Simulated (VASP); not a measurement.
# Ga5Sb5H4 in VASP: single point with PBE

Aim: the single point of Ga5Sb5H4 with PBE.

Program: VASP 6.6.1. These are calculated values, not measurements. Logs are shortened: lines on timing, memory, paths and dates and some standing lists are left out, and cuts for length are marked.

### 1 The cell of the first run

The cell holds a wire or tube with vacuum around it, 14 atoms: a = 20.600 Å, b = 10.000 Å, c = 7.271 Å, α = 90.00°, β = 90.00°, γ = 90.00°.

### 2 Single point, PBE

INCAR

```
ALGO = Normal
EDIFF = 1E-6
ENCUT = 400
GGA = PE
GGA_COMPAT = F
ISIF = 2
ISMEAR = 0
LASPH = T
LCHARG = F
LREAL = F
LWAVE = F
NBANDS = 85
NELM = 120
PREC = Accurate
SIGMA = 0.05
```

KPOINTS

```
k-points
0
Gamma
  1 1 5
```

POSCAR

```
Ga5Sb5H4
1.0
   20.6000000000      0.0000000000      0.0000000000
    0.0000000000     10.0000000000      0.0000000000
    0.0000000000      0.0000000000      7.2710018921
Ga Sb H
5 5 4
Direct
    0.6418321575      0.4358575667      0.3412371183
    0.5000000000      0.6640219023      0.3274100717
    0.5931618705      0.5982317325      0.8258487596
    0.3581678425      0.4358575667      0.3412371183
    0.4068381295      0.5982317325      0.8258487596
    0.6158034431      0.6624663898      0.1726113996
    0.6936912552      0.4765496238      0.6649032514
    0.3841965569      0.6624663898      0.1726113996
    0.5000000000      0.7412915304      0.6734170377
    0.3063087448      0.4765496238      0.6649032514
    0.6362342021      0.2956583679      0.2437392835
    0.3637657979      0.2956583679      0.2437392835
    0.6715772159      0.3248575964      0.7601503152
    0.3284227841      0.3248575964      0.7601503152
```

Potentials or basis: VASP PAW PBE potentials, release 64 (Ga_d, Sb_d_GW, H).

Run with:

```
> cat potpaw_PBE.64/Ga_d/POTCAR potpaw_PBE.64/Sb_d_GW/POTCAR potpaw_PBE.64/H/POTCAR > POTCAR
> mpirun -np 1 vasp_std > vasp.out
```

OUTCAR:

```text
EDIFF = 1E-6
   ENCUT = 400
   GGA = PE
   ISIF = 2
   ISMEAR = 0
   LASPH = T
   LREAL = F
   NELM = 120
   PREC = Accurate

 ion  position               nearest neighbor table
   1  0.642  0.436  0.341-  11 1.58   7 2.62   6 2.63
   2  0.500  0.664  0.327-   9 2.63   8 2.64   6 2.64
   3  0.593  0.598  0.826-   9 2.64   6 2.64   7 2.67
   4  0.358  0.436  0.341-  12 1.58  10 2.62   8 2.63
   5  0.407  0.598  0.826-   9 2.64   8 2.64  10 2.67
   6  0.616  0.662  0.173-   1 2.63   2 2.64   3 2.64
   7  0.694  0.477  0.665-  13 1.73   1 2.62   3 2.67
   8  0.384  0.662  0.173-   4 2.63   2 2.64   5 2.64
   9  0.500  0.741  0.673-   2 2.63   3 2.64   5 2.64
  10  0.306  0.477  0.665-  14 1.73   4 2.62   5 2.67
  11  0.636  0.296  0.244-   1 1.58
  12  0.364  0.296  0.244-   4 1.58
  13  0.672  0.325  0.760-   7 1.73
  14  0.328  0.325  0.760-  10 1.73

  LATTYP: Found a simple orthorhombic cell.
 ALAT       =     7.2710018921
 B/A-ratio  =     1.3753262822
 C/A-ratio  =     2.8331721413

  Lattice vectors:

 A1 = (   0.0000000000,   0.0000000000,  -7.2710018921)
 A2 = (   0.0000000000,  10.0000000000,   0.0000000000)
 A3 = (  20.6000000000,   0.0000000000,   0.0000000000)

Analysis of symmetry for initial positions (statically):
=====================================================================
 Subroutine PRICEL returns:
 Original cell was already a primitive cell.

 Routine SETGRP: Setting up the symmetry group for a
 simple orthorhombic supercell.

 Subroutine GETGRP returns: Found  2 space group operations
 (whereof  2 operations were pure point group operations)
 out of a pool of  8 trial point group operations.

The static configuration has the point symmetry C_1h.

Analysis of symmetry for dynamics (positions and initial velocities):
=====================================================================
 Subroutine PRICEL returns:
 Original cell was already a primitive cell.

 Routine SETGRP: Setting up the symmetry group for a
 simple orthorhombic supercell.

 Subroutine GETGRP returns: Found  2 space group operations
 (whereof  2 operations were pure point group operations)
 out of a pool of  8 trial point group operations.

The dynamic configuration has the point symmetry C_1h.

 Subroutine INISYM returns: Found  2 space group operations
 (whereof  2 operations are pure point group operations),
 and found     1 'primitive' translations

----------------------------------------------------------------------------------------

                                     Primitive cell

  volume of cell :    1497.8264

  direct lattice vectors                    reciprocal lattice vectors
    20.600000000  0.000000000  0.000000000     0.048543689  0.000000000  0.000000000
     0.000000000 10.000000000  0.000000000     0.000000000  0.100000000  0.000000000
     0.000000000  0.000000000  7.271001892     0.000000000  0.000000000  0.137532628

  length of vectors
    20.600000000 10.000000000  7.271001892     0.048543689  0.100000000  0.137532628

  position of ions in fractional coordinates (direct lattice)
     0.641832157  0.435857567  0.341237118
     0.500000000  0.664021902  0.327410072
     0.593161870  0.598231732  0.825848760
     0.358167843  0.435857567  0.341237118
     0.406838130  0.598231732  0.825848760
     0.615803443  0.662466390  0.172611400
     0.693691255  0.476549624  0.664903251
     0.384196557  0.662466390  0.172611400
     0.500000000  0.741291530  0.673417038
     0.306308745  0.476549624  0.664903251
     0.636234202  0.295658368  0.243739283
     0.363765798  0.295658368  0.243739283
     0.671577216  0.324857596  0.760150315
     0.328422784  0.324857596  0.760150315

  ion indices of the primitive-cell ions
   primitive index   ion index
                 1           1
                 2           2
                 3           3
                 4           4
                 5           5
                 6           6
                 7           7
                 8           8
                 9           9
                10          10
                11          11
                12          12
                13          13
                14          14

----------------------------------------------------------------------------------------

 KPOINTS: k-points

Automatic generation of k-mesh.
 Grid dimensions read from file:
 generate k-points for:    1    1    5

 Generating k-lattice:

  Cartesian coordinates                     Fractional coordinates (reciprocal lattice)
     0.048543689  0.000000000  0.000000000     1.000000000  0.000000000  0.000000000
     0.000000000  0.100000000  0.000000000     0.000000000  1.000000000  0.000000000
     0.000000000  0.000000000  0.027506526     0.000000000  0.000000000  0.200000000

  Length of vectors
     0.048543689  0.100000000  0.027506526

  Shift w.r.t. Gamma in fractional coordinates (k-lattice)
     0.000000000  0.000000000  0.000000000

 Subroutine IBZKPT returns following result:
 ===========================================

 Found      3 irreducible k-points:

 Following reciprocal coordinates:
            Coordinates               Weight
  0.000000  0.000000  0.000000      1.000000
  0.000000  0.000000  0.200000      2.000000
  0.000000  0.000000  0.400000      2.000000
   k-points           NKPTS =      3   k-points in BZ     NKDIM =      3   number of bands    NBANDS=     85
   number of dos      NEDOS =    301   number of ions     NIONS =     14
   total plane-waves  NPLWV = 470400
   dimension x,y,z NGX =   140 NGY =   70 NGZ =   48
   dimension x,y,z NGXF=   280 NGYF=  140 NGZF=   96
   ions per type =               5   5   4
   NGX,Y,Z   is equivalent  to a cutoff of  11.30, 11.64, 10.97 a.u.
   NGXF,Y,Z  is equivalent  to a cutoff of  22.60, 23.27, 21.95 a.u.
 SYSTEM =  unknown system
   PREC   = accura    normal or accurate (medium, high low for compatibility)
   ISTART =      0    job   : 0-new  1-cont  2-samecut
   ICHARG =      2    charge: 1-file 2-atom 10-const
   ISPIN  =      1    spin polarized calculation?
   LNONCOLLINEAR =      F non collinear calculations
   LSORBIT =      F    spin-orbit coupling
   LASPH  =      T    aspherical Exc in radial PAW
   ENCUT  =  400.0 eV  29.40 Ry    5.42 a.u.  33.59 16.31 11.86*2*pi/ulx,y,z
   NELM   =    120;   NELMIN=  2; NELMDL= -5     # of ELM steps
   EDIFF  = 0.1E-05   stopping-criterion for ELM
   LREAL  =      F    real-space projection
   EDIFFG = 0.1E-04   stopping-criterion for IOM
   NSW    =      0    number of steps for IOM
   IBRION =     -1    ionic relax: 0-MD 1-quasi-New 2-CG
   NFREE  =      0    steps in history (QN), initial steepest desc. (CG)
   ISIF   =      2    stress and relaxation
   ISYM   =      2    0-nonsym 1-usesym 2-fastsym
   POTIM  = 0.5000    time-step for ionic-motion
   TEBEG  =    0.0;   TEEND  =   0.0 temperature during run
   PSTRESS=    0.0 pullay stress
   NELECT =     144.0000    total number of electrons
   NUPDOWN=      -1.0000    fix difference up-down
   EMIN   =  10.00;   EMAX   =-10.00  energy-range for DOS
   EFERMI =   0.00;   METHOD = LEGACY
   ISMEAR =     0;   SIGMA  =   0.05  broadening in eV -4-tet -1-fermi 0-gaus
   EFERMI_NEDOS =   21; number of points for ismear=-14 and -15
   IALGO  =     38    algorithm
   IMIX   =      4    mixing-type and parameters
     AMIX     =   0.40;   BMIX     =  1.00
     AMIX_MAG =   1.60;   BMIX_MAG =  1.00
  volume/ion in A,a.u.               =     106.99       721.99
  Fermi-wavevector in a.u.,A,eV,Ry     =   0.749966  1.417231  7.652592  0.562450
  Thomas-Fermi vector in A             =   1.846608
   LORBIT       =      0    0 simple, 1 ext, 2 COOP (PROOUT), +10 PAW based schemes
   GGA     = PE    functional components
   LHFCALC =     F    Hartree Fock is set to
   AEXX    =    0.0000 exact exchange contribution
   IVDW    =     0    specifies the selected vdW correction
   LEPSILON=     F    determine dielectric tensor
   LRPA    =     F    only Hartree local field effects (RPA)
 non-spin polarized calculation
 Gauss-broadening in eV      SIGMA  =   0.05
  energy-cutoff  :      400.00
  volume of cell :     1497.83
 maximum number of plane-waves:     27225
 NGX is ok and might be reduce to   140
   NGX = 67   NGY = 33   NGZ = 23

 number of electron     144.0000040 magnetization

 Free energy of the ion-electron system (eV)
  ---------------------------------------------------
  ext. energy  EPLUGINS =         0.00000000
  ---------------------------------------------------
  free energy    TOTEN  =       -45.63533444 eV

  energy without entropy =      -45.63533444  energy(sigma->0) =      -45.63533444

 E-fermi :  -3.1942     XC(G=0):  -2.8720

 val. band max:       -3.5137799384   @ k =   0.0000   0.0000   0.0000
 cond. band min:      -2.0018000983   @ k =   0.0000   0.0000   0.2000
 fundamental gap:      1.5119798401
 Fermi energy:        -3.1941906899

 k-point     1 :       0.0000    0.0000    0.0000
  band No.  band energies     occupation
      1     -31.2809      2.00000
      2     -31.2809      2.00000
      3     -31.2565      2.00000
      4     -31.2565      2.00000
      5     -31.2238      2.00000
      6     -31.2238      2.00000
[... 76 lines left out ...]
     83       0.6732      0.00000
     84       0.9372      0.00000

 k-point     2 :       0.0000    0.0000    0.2000
  band No.  band energies     occupation
      1     -31.2809      2.00000
      2     -31.2809      2.00000
      3     -31.2565      2.00000
      4     -31.2565      2.00000
      5     -31.2238      2.00000
      6     -31.2238      2.00000
[... 76 lines left out ...]
     83       0.5793      0.00000
     84       0.7952      0.00000

 k-point     3 :       0.0000    0.0000    0.4000
  band No.  band energies     occupation
      1     -31.2809      2.00000
      2     -31.2809      2.00000
      3     -31.2565      2.00000
      4     -31.2565      2.00000
      5     -31.2238      2.00000
      6     -31.2238      2.00000
[... 76 lines left out ...]
     83       0.3687      0.00000
     84       0.7343      0.00000
 [bands above 84 left out]

------------------------ aborting loop because EDIFF is reached ----------------------------------------

  FORCE on cell =-STRESS in cart. coord.  units (eV):
  Direction    XX          YY          ZZ          XY          YZ          ZX
  --------------------------------------------------------------------------------------
  -------------------------------------------------------------------------------------
  Total       -0.7388181     -1.0107885     -0.7081834      0.0000000     -0.0584819      0.0000000
  in kB       -0.7902903     -1.0812083     -0.7575213      0.0000000     -0.0625562      0.0000000
  external PRESSURE =      -0.8763400 kB  Pullay stress =       0.0000000 kB

 VOLUME and BASIS-vectors are now :
 -----------------------------------------------------------------------------
  energy-cutoff  :      400.00
  volume of cell :     1497.83
      direct lattice vectors                 reciprocal lattice vectors
    20.600000000  0.000000000  0.000000000     0.048543689  0.000000000  0.000000000
     0.000000000 10.000000000  0.000000000     0.000000000  0.100000000  0.000000000
     0.000000000  0.000000000  7.271001892     0.000000000  0.000000000  0.137532628

 POSITION                                       TOTAL-FORCE (eV/Angst)
 -----------------------------------------------------------------------------------
     13.22174      4.35858      2.48114        -0.002262     -0.023120     -0.009588
     10.30000      6.64022      2.38060         0.000000     -0.010164     -0.001607
     12.21913      5.98232      6.00475         0.000917     -0.001798      0.003689
      7.37826      4.35858      2.48114         0.002262     -0.023120     -0.009588
      8.38087      5.98232      6.00475        -0.000917     -0.001798      0.003689
     12.68555      6.62466      1.25506         0.003014      0.009841     -0.003508
     14.29004      4.76550      4.83451         0.012334      0.011040     -0.001390
      7.91445      6.62466      1.25506        -0.003014      0.009841     -0.003508
     10.30000      7.41292      4.89642         0.000000      0.014967      0.002198
      6.30996      4.76550      4.83451        -0.012334      0.011040     -0.001390
     13.10642      2.95658      1.77223         0.000203      0.012180      0.007251
      7.49358      2.95658      1.77223        -0.000203      0.012180      0.007251
     13.83449      3.24858      5.52705        -0.004920     -0.010544      0.003250
      6.76551      3.24858      5.52705         0.004920     -0.010544      0.003250
 -----------------------------------------------------------------------------------
    total drift:                                0.000000      0.016612     -0.007987

  FREE ENERGIE OF THE ION-ELECTRON SYSTEM (eV)
  ---------------------------------------------------
  free  energy   TOTEN  =       -45.6353344437 eV

  energy  without entropy=      -45.6353344437  energy(sigma->0) =      -45.63533444
```

It took 12 min on 1 thread of Intel Xeon Platinum 8488C (Sapphire Rapids), shared host; peak memory 0.99 GiB.

Results:

- Free energy: -45.6353 eV
- Largest force: 0.025 eV/Å
- Band gap on the k mesh: 1.51 eV (least direct gap 1.52 eV)

Forces on the atoms (eV/Å):
```
Ga  -0.002 -0.023 -0.010
Ga   0.000 -0.010 -0.002
Ga   0.001 -0.002  0.004
Ga   0.002 -0.023 -0.010
Ga  -0.001 -0.002  0.004
Sb   0.003  0.010 -0.004
Sb   0.012  0.011 -0.001
Sb  -0.003  0.010 -0.004
Sb   0.000  0.015  0.002
Sb  -0.012  0.011 -0.001
H    0.000  0.012  0.007
H    0.000  0.012  0.007
H   -0.005 -0.011  0.003
H    0.005 -0.011  0.003
```

Levels at points of the mesh, in eV from the valence-band top:
```
           k point  band 68  band 69  band 70  band 71  band 72  band 73  band 74  band 75  band 76  band 77
(0.00, 0.00, 0.00)    -0.81    -0.34    -0.30    -0.26     0.00     1.52     1.93     2.20     2.79     2.88
```

Caveat: spin-orbit coupling is left out, which moves the levels of the heavy elements.
